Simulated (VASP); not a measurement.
# Ti12Si in VASP: further runs

The runs below take Ti12Si through single point, with PBE+D3(BJ).

Everything below comes from runs of VASP 6.6.1. Logs are shortened: lines on timing, memory, paths and dates and some standing lists are left out, and cuts for length are marked.

**1. The cell of the first run**

The cell holds a slab with vacuum, 13 atoms: a = 5.710 Å, b = 5.710 Å, c = 21.593 Å, α = 90.00°, β = 90.00°, γ = 120.00°.

**2. Single point, PBE+D3(BJ)**

The input, INCAR:

```
SYSTEM = Ti12Si
ALGO = Normal
DIPOL = 0.5 0.5 0.305
EDIFF = 1E-6
ENCUT = 520
GGA = PE
IDIPOL = 3
ISIF = 2
ISMEAR = 0
IVDW = 12
LASPH = .TRUE.
LCHARG = .TRUE.
LDIPOL = .TRUE.
LELF = .TRUE.
LREAL = .FALSE.
LVACPOTAV = .TRUE.
LVHAR = .TRUE.
LWAVE = .FALSE.
NBANDS = 86
NELM = 80
PREC = Accurate
SIGMA = 0.1
```

The input, KPOINTS:

```
k-points
0
G
  6 6 1
  0 0 0
```

The input, POSCAR:

```
Ti12Si
1.0
    5.7099611434      0.0000000000      0.0000000000
   -2.8549805717      4.9449714048      0.0000000000
    0.0000000000      0.0000000000     21.5932633302
Ti Si
12 1
Direct
    0.3333333333      0.1666666667      0.1852429593
    0.3333333333      0.6666666667      0.1852429593
    0.8333333333      0.1666666667      0.1852429593
    0.8333333333      0.6666666667      0.1852429593
    0.1666666667      0.3333333333      0.2894365806
    0.1666666667      0.8333333333      0.2894365806
    0.6666666667      0.3333333333      0.2894365806
    0.6666666667      0.8333333333      0.2894365806
    0.0000000000      0.0000000000      0.3933293083
    0.0000000000      0.5000000000      0.3933293083
    0.5000000000      0.0000000000      0.3933293083
    0.5000000000      0.5000000000      0.3933293083
    0.1666666667      0.3333333333      0.4952129359
```

Potentials or basis: VASP PAW PBE potentials, release 64 (Ti_sv, Si).

Run with:

```bash
$ cat potpaw_PBE.64/Ti_sv/POTCAR potpaw_PBE.64/Si/POTCAR > POTCAR
$ mpirun -np 1 vasp_std > vasp.out
```

OUTCAR:

```text
SYSTEM = Ti12Si
   EDIFF = 1E-6
   ENCUT = 520
   GGA = PE
   ISIF = 2
   ISMEAR = 0
   IVDW = 12
   LASPH = .TRUE.
   LREAL = .FALSE.
   NELM = 80
   PREC = Accurate
 IVDW          = 12

 ion  position               nearest neighbor table
   1  0.333  0.167  0.185-   5 2.79   6 2.79   7 2.79   4 2.85   2 2.85   2 2.85   4 2.85   3 2.85
                             3 2.85
   2  0.333  0.667  0.185-   6 2.79   5 2.79   8 2.79   3 2.85   1 2.85   1 2.85   3 2.85   4 2.85
                             4 2.85
   3  0.833  0.167  0.185-   7 2.79   8 2.79   5 2.79   4 2.85   2 2.85   4 2.85   2 2.85   1 2.85
                             1 2.85
   4  0.833  0.667  0.185-   8 2.79   7 2.79   6 2.79   3 2.85   1 2.85   3 2.85   1 2.85   2 2.85
                             2 2.85
   5  0.167  0.333  0.289-   9 2.78  12 2.78  10 2.78   1 2.79   2 2.79   3 2.79   8 2.85   6 2.85
                             6 2.85   8 2.85   7 2.85   7 2.85
   6  0.167  0.833  0.289-  10 2.78  11 2.78   9 2.78   2 2.79   1 2.79   4 2.79   7 2.85   5 2.85
                             5 2.85   7 2.85   8 2.85   8 2.85
   7  0.667  0.333  0.289-  11 2.78  10 2.78  12 2.78   3 2.79   4 2.79   1 2.79   8 2.85   6 2.85
                             8 2.85   6 2.85   5 2.85   5 2.85
   8  0.667  0.833  0.289-  12 2.78   9 2.78  11 2.78   4 2.79   3 2.79   2 2.79   7 2.85   5 2.85
                             7 2.85   5 2.85   6 2.85   6 2.85
   9  0.000  0.000  0.393-  13 2.75   5 2.78   8 2.78   6 2.78  12 2.85  10 2.85  10 2.85  12 2.85
                            11 2.85  11 2.85
  10  0.000  0.500  0.393-  13 2.75   6 2.78   7 2.78   5 2.78  11 2.85   9 2.85   9 2.85  11 2.85
                            12 2.85  12 2.85
  11  0.500  0.000  0.393-   7 2.78   6 2.78   8 2.78  10 2.85  12 2.85  12 2.85  10 2.85   9 2.85
                             9 2.85
  12  0.500  0.500  0.393-  13 2.75   8 2.78   5 2.78   7 2.78  11 2.85   9 2.85  11 2.85   9 2.85
                            10 2.85  10 2.85
  13  0.167  0.333  0.495-   9 2.75  12 2.75  10 2.75

  LATTYP: Found a hexagonal cell.
 ALAT       =     5.7099611434
 C/A-ratio  =     3.7816830602

  Lattice vectors:

 A1 = (   5.7099611434,   0.0000000000,   0.0000000000)
 A2 = (  -2.8549805717,   4.9449714048,   0.0000000000)
 A3 = (   0.0000000000,   0.0000000000,  21.5932633302)

Analysis of symmetry for initial positions (statically):
=====================================================================
 Subroutine PRICEL returns:
 Original cell was already a primitive cell.

 Routine SETGRP: Setting up the symmetry group for a
 hexagonal supercell.

 Subroutine GETGRP returns: Found  6 space group operations
 (whereof  2 operations were pure point group operations)
 out of a pool of 24 trial point group operations.

The static configuration has the point symmetry C_1h.
 The point group associated with its full space group is C_3v.

Analysis of symmetry for dynamics (positions and initial velocities):
=====================================================================
 Subroutine PRICEL returns:
 Original cell was already a primitive cell.

 Routine SETGRP: Setting up the symmetry group for a
 hexagonal supercell.

 Subroutine GETGRP returns: Found  6 space group operations
 (whereof  2 operations were pure point group operations)
 out of a pool of 24 trial point group operations.

The dynamic configuration has the point symmetry C_1h.
 The point group associated with its full space group is C_3v.

 Subroutine INISYM returns: Found  6 space group operations
 (whereof  2 operations are pure point group operations),
 and found     1 'primitive' translations

----------------------------------------------------------------------------------------

                                     Primitive cell

  volume of cell :     609.6986

  direct lattice vectors                    reciprocal lattice vectors
     5.709961143  0.000000000  0.000000000     0.175132540  0.101112819  0.000000000
    -2.854980572  4.944971405  0.000000000     0.000000000  0.202225639  0.000000000
     0.000000000  0.000000000 21.593263330     0.000000000  0.000000000  0.046310740

  length of vectors
     5.709961143  5.709961143 21.593263330     0.202225639  0.202225639  0.046310740

  position of ions in fractional coordinates (direct lattice)
     0.333333333  0.166666667  0.185242959
     0.333333333  0.666666667  0.185242959
     0.833333333  0.166666667  0.185242959
     0.833333333  0.666666667  0.185242959
     0.166666667  0.333333333  0.289436581
[... 45 lines left out ...]

 Subroutine IBZKPT returns following result:
 ===========================================

 Found      7 irreducible k-points:

 Following reciprocal coordinates:
            Coordinates               Weight
  0.000000  0.000000  0.000000      1.000000
  0.166667 -0.000000  0.000000      6.000000
  0.333333  0.000000  0.000000      6.000000
  0.500000  0.000000  0.000000      3.000000
  0.166667  0.166667  0.000000      6.000000
  0.333333  0.166667  0.000000     12.000000
  0.333333  0.333333  0.000000      2.000000
   k-points           NKPTS =      7   k-points in BZ     NKDIM =      7   number of bands    NBANDS=     86
   number of dos      NEDOS =    301   number of ions     NIONS =     13
   total plane-waves  NPLWV = 285768
   dimension x,y,z NGX =    42 NGY =   42 NGZ =  162
   dimension x,y,z NGXF=    84 NGYF=   84 NGZF=  324
   ions per type =              12   1
   NGX,Y,Z   is equivalent  to a cutoff of  12.23, 12.23, 12.47 a.u.
   NGXF,Y,Z  is equivalent  to a cutoff of  24.46, 24.46, 24.94 a.u.
 SYSTEM =  Ti12Si
   PREC   = accura    normal or accurate (medium, high low for compatibility)
   ISTART =      0    job   : 0-new  1-cont  2-samecut
   ICHARG =      2    charge: 1-file 2-atom 10-const
   ISPIN  =      1    spin polarized calculation?
   LNONCOLLINEAR =      F non collinear calculations
   LSORBIT =      F    spin-orbit coupling
   LASPH  =      T    aspherical Exc in radial PAW
   ENCUT  =  520.0 eV  38.22 Ry    6.18 a.u.  10.62 10.62 40.15*2*pi/ulx,y,z
   NELM   =     80;   NELMIN=  2; NELMDL= -5     # of ELM steps
   EDIFF  = 0.1E-05   stopping-criterion for ELM
   LREAL  =      F    real-space projection
   EDIFFG = 0.1E-04   stopping-criterion for IOM
   NSW    =      0    number of steps for IOM
   IBRION =     -1    ionic relax: 0-MD 1-quasi-New 2-CG
   NFREE  =      0    steps in history (QN), initial steepest desc. (CG)
   ISIF   =      2    stress and relaxation
   ISYM   =      2    0-nonsym 1-usesym 2-fastsym
   POTIM  = 0.5000    time-step for ionic-motion
   TEBEG  =    0.0;   TEEND  =   0.0 temperature during run
   PSTRESS=    0.0 pullay stress
   NELECT =     148.0000    total number of electrons
   NUPDOWN=      -1.0000    fix difference up-down
   EMIN   =  10.00;   EMAX   =-10.00  energy-range for DOS
   EFERMI =   0.00;   METHOD = LEGACY
   ISMEAR =     0;   SIGMA  =   0.10  broadening in eV -4-tet -1-fermi 0-gaus
   EFERMI_NEDOS =   21; number of points for ismear=-14 and -15
   IALGO  =     38    algorithm
   IMIX   =      4    mixing-type and parameters
     AMIX     =   0.40;   BMIX     =  1.00
     AMIX_MAG =   1.60;   BMIX_MAG =  1.00
  volume/ion in A,a.u.               =      46.90       316.50
  Fermi-wavevector in a.u.,A,eV,Ry     =   1.021230  1.929845 14.189668  1.042911
  Thomas-Fermi vector in A             =   2.154843
   LORBIT       =      0    0 simple, 1 ext, 2 COOP (PROOUT), +10 PAW based schemes
   GGA     = PE    functional components
   LHFCALC =     F    Hartree Fock is set to
   AEXX    =    0.0000 exact exchange contribution
   IVDW    =    12    specifies the selected vdW correction
   LEPSILON=     F    determine dielectric tensor
   LRPA    =     F    only Hartree local field effects (RPA)
 non-spin polarized calculation
 Gauss-broadening in eV      SIGMA  =   0.10
  energy-cutoff  :      520.00
  volume of cell :      609.70
 maximum number of plane-waves:     16485
   NGX = 21   NGY = 21   NGZ = 81

 dipolmoment           0.000000      0.000000     -1.102236 electrons x Angstroem

 number of electron     147.9999946 magnetization

 dipolmoment           0.000000      0.000000      0.082152 electrons x Angstroem

 Free energy of the ion-electron system (eV)
  ---------------------------------------------------
  ext. energy  EPLUGINS =         0.00000000
  ---------------------------------------------------
  free energy    TOTEN  =       -92.01016301 eV

  energy without entropy =      -91.90116839  energy(sigma->0) =      -91.95566570

 E-fermi :   0.0305     XC(G=0):  -5.1009

 val. band max:        0.0252102698   @ k =   0.5000   0.0000   0.0000
 cond. band min:       0.0350403718   @ k =   0.3333   0.3333   0.0000
 fundamental gap:      0.0098301020
 Fermi energy:         0.0305117796

 k-point     1 :       0.0000    0.0000    0.0000
  band No.  band energies     occupation
      1     -56.7906      2.00000
      2     -56.7372      2.00000
      3     -56.6319      2.00000
      4     -56.6280      2.00000
      5     -56.6280      2.00000
      6     -56.6111      2.00000
[... 612 lines left out ...]
     85       0.8389      0.00000
     86       1.0644      0.00000

------------------------ aborting loop because EDIFF is reached ----------------------------------------

 Edisp (eV)   -5.62446

 E8    (eV) :    -2.7662

  FORCE on cell =-STRESS in cart. coord.  units (eV):
  Direction    XX          YY          ZZ          XY          YZ          ZX
  --------------------------------------------------------------------------------------
  -------------------------------------------------------------------------------------
  Total      -2.07472    -2.07472    -2.86171     0.00000    -0.00000    -0.00000
  in kB      -5.45199    -5.45199    -7.52005     0.00000    -0.00000    -0.00000
  external pressure =       -6.14 kB  Pullay stress =        0.00 kB

 VOLUME and BASIS-vectors are now :
 -----------------------------------------------------------------------------
  energy-cutoff  :      520.00
  volume of cell :      609.70
      direct lattice vectors                 reciprocal lattice vectors
     5.709961143  0.000000000  0.000000000     0.175132540  0.101112819  0.000000000
    -2.854980572  4.944971405  0.000000000     0.000000000  0.202225639  0.000000000
     0.000000000  0.000000000 21.593263330     0.000000000  0.000000000  0.046310740

 POSITION                                       TOTAL-FORCE (eV/Angst)
 -----------------------------------------------------------------------------------
      1.42749      0.82416      4.00000         0.027188     -0.015697      0.058707
     -0.00000      3.29665      4.00000        -0.000000      0.031394      0.058707
      4.28247      0.82416      4.00000        -0.027188     -0.015697      0.058707
      2.85498      3.29665      4.00000        -0.000000      0.000000      0.063144
      0.00000      1.64832      6.24988        -0.000000      0.000000     -0.469334
     -1.42749      4.12081      6.24988         0.031394      0.018125     -0.198477
      2.85498      1.64832      6.24988        -0.000000     -0.036251     -0.198477
      1.42749      4.12081      6.24988        -0.031394      0.018125     -0.198477
      0.00000      0.00000      8.49326         0.000000      0.794134      0.598229
     -1.42749      2.47249      8.49326         0.687740     -0.397067      0.598229
      2.85498      0.00000      8.49326        -0.000000      0.000000      0.818417
      1.42749      2.47249      8.49326        -0.687740     -0.397067      0.598229
      0.00000      1.64832     10.69326        -0.000000      0.000000     -1.787604
 -----------------------------------------------------------------------------------
    total drift:                                0.000004     -0.000002      0.002849

  FREE ENERGIE OF THE ION-ELECTRON SYSTEM (eV)
  ---------------------------------------------------
  free  energy   TOTEN  =       -97.6346263532 eV

  energy  without entropy=      -97.5256317300  energy(sigma->0) =      -97.58012904

 vacuum level on the upper side and lower side of the slab         5.223         4.691
```

It took 21 min on 1 thread of Intel Xeon Platinum 8488C (Sapphire Rapids), shared host; peak memory 0.72 GiB.

Results:

```
Free energy                : -97.6346 eV
Largest force              : 1.788 eV/Å
Band gap on the k mesh     : zero (bands 74 and 75 overlap by 0.61 eV)
Dispersion energy per atom : -0.433 eV
```

Forces on the atoms (eV/Å):
```
Ti   0.027 -0.016  0.059
Ti   0.000  0.031  0.059
Ti  -0.027 -0.016  0.059
Ti   0.000  0.000  0.063
Ti   0.000  0.000 -0.469
Ti   0.031  0.018 -0.198
Ti   0.000 -0.036 -0.198
Ti  -0.031  0.018 -0.198
Ti   0.000  0.794  0.598
Ti   0.688 -0.397  0.598
Ti   0.000  0.000  0.818
Ti  -0.688 -0.397  0.598
Si   0.000  0.000 -1.788
```

**3. Single point, PBE+D3(BJ)**

The input, INCAR:

```
SYSTEM = Ti12Si
  ALGO = Normal
  DIPOL = 0.5 0.5 0.305
  EDIFF = 1E-6
  ENCUT = 520
  GGA = PE
  IDIPOL = 3
  ISIF = 2
  ISMEAR = 0
  IVDW = 12
  LASPH = .TRUE.
  LCHARG = .TRUE.
  LDIPOL = .TRUE.
  LELF = .TRUE.
  LREAL = .FALSE.
  LVACPOTAV = .TRUE.
  LVHAR = .TRUE.
  LWAVE = .FALSE.
  NBANDS = 86
  NELM = 80
  PREC = Accurate
  SIGMA = 0.1
```

KPOINTS is that of step 2.

POSCAR: that of step 2 with these lines changed.

```diff
@@ -20,2 +20,2 @@
     0.5000000000      0.5000000000      0.3933293083
-    0.1666666667      0.3333333333      0.4952129359
+    0.0000000000      0.0000000000      0.4952129359
```

Potentials or basis: VASP PAW PBE potentials, release 64 (Ti_sv, Si).

Run with:

```bash
$ cat potpaw_PBE.64/Ti_sv/POTCAR potpaw_PBE.64/Si/POTCAR > POTCAR
$ mpirun -np 1 vasp_std > vasp.out
```

Wall time 21 min (1 thread of Intel Xeon Platinum 8488C (Sapphire Rapids), shared host); peak memory 0.71 GiB.

The run converged. Its results:

- Free energy: -97.0300 eV
- Largest force: 3.473 eV/Å
- Band gap on the k mesh: zero (bands 74 and 75 overlap by 0.65 eV)
- Dispersion energy per atom: -0.435 eV

Forces on the atoms (eV/Å):
```
Ti   0.013  0.008  0.089
Ti   0.000  0.000  0.002
Ti  -0.013  0.008  0.089
Ti   0.000 -0.015  0.089
Ti   0.000  0.236 -0.224
Ti   0.204 -0.118 -0.224
Ti   0.000  0.000 -0.056
Ti  -0.204 -0.118 -0.224
Ti   0.000  0.000 -3.473
Ti   0.069  0.040  0.844
Ti   0.000 -0.080  0.844
Ti  -0.069  0.040  0.844
Si   0.000  0.000  1.403
```

Levels at points of the mesh, in eV from the Fermi level:
| k point | band 71 | band 72 | band 73 | band 74 | band 75 | band 76 | band 77 | band 78 |
| --- | --- | --- | --- | --- | --- | --- | --- | --- |
| (0.00, 0.00, 0.00) | -0.06 | 0.33 | 0.41 | 0.51 | 0.51 | 0.77 | 0.77 | 0.78 |
| (0.50, 0.00, 0.00) | -0.40 | -0.36 | -0.35 | -0.19 | -0.14 | -0.03 | 0.00 | 0.01 |

**4. Single point, PBE+D3(BJ)**

The input, INCAR:

```
ALGO     = Normal         # electronic algorithm
DIPOL    = 0.5 0.5 0.305
EDIFF    = 1E-6           # SCF threshold, eV
ENCUT    = 520            # plane-wave cutoff, eV
GGA      = PE             # functional
IDIPOL   = 3            
ISIF     = 2              # what is computed and relaxed
ISMEAR   = 0              # smearing method
IVDW     = 12             # dispersion correction
LASPH    = True           # aspherical terms in the spheres
LCHARG   = True           # write CHGCAR
LDIPOL   = True         
LELF     = True           # ELF
LREAL    = False          # projectors in reciprocal space
LVACPOTAV= True         
LVHAR    = True         
LWAVE    = False          # write WAVECAR
NBANDS   = 86             # bands
NELM     = 60             # most SCF steps
PREC     = Accurate       # precision mode
SIGMA    = 0.1            # smearing width, eV
```

The input, KPOINTS:

```
k-points
0
Gamma
  6 6 1
```

POSCAR: that of step 3 with these lines changed.

```diff
@@ -20,2 +20,2 @@
     0.5000000000      0.5000000000      0.3933293083
-    0.0000000000      0.0000000000      0.4952129359
+    0.1666666667      0.3333333333      0.4952129359
```

Run with:

```bash
$ cat potpaw_PBE.64/Ti_sv/POTCAR potpaw_PBE.64/Si/POTCAR > POTCAR
$ mpirun -np 1 vasp_std > vasp.out
```

Run time: 29 min. Hardware: 1 thread of Intel Xeon Platinum 8488C (Sapphire Rapids), shared host; peak memory 0.71 GiB.

Results (log left out):

| Property | Result |
| --- | --- |
| Free energy | -97.6346 eV |
| Largest force | 1.788 eV/Å |
| Band gap on the k mesh | zero (bands 74 and 75 overlap by 0.61 eV) |
| Dispersion energy per atom | -0.433 eV |

Forces in eV/Å, atoms in the order of the input:
```
Ti   0.027 -0.016  0.059
Ti   0.000  0.031  0.059
Ti  -0.027 -0.016  0.059
Ti   0.000  0.000  0.063
Ti   0.000  0.000 -0.469
Ti   0.031  0.018 -0.198
Ti   0.000 -0.036 -0.198
Ti  -0.031  0.018 -0.198
Ti   0.000  0.794  0.598
Ti   0.688 -0.397  0.598
Ti   0.000  0.000  0.818
Ti  -0.688 -0.397  0.598
Si   0.000  0.000 -1.788
```

Levels at points of the mesh, in eV from the Fermi level:
| k point | band 71 | band 72 | band 73 | band 74 | band 75 | band 76 |
| --- | --- | --- | --- | --- | --- | --- |
| (0.00, 0.00, 0.00) | -0.08 | 0.39 | 0.41 | 0.41 | 0.56 | 0.77 |
| (0.50, 0.00, 0.00) | -0.43 | -0.37 | -0.31 | -0.28 | -0.11 | -0.02 |
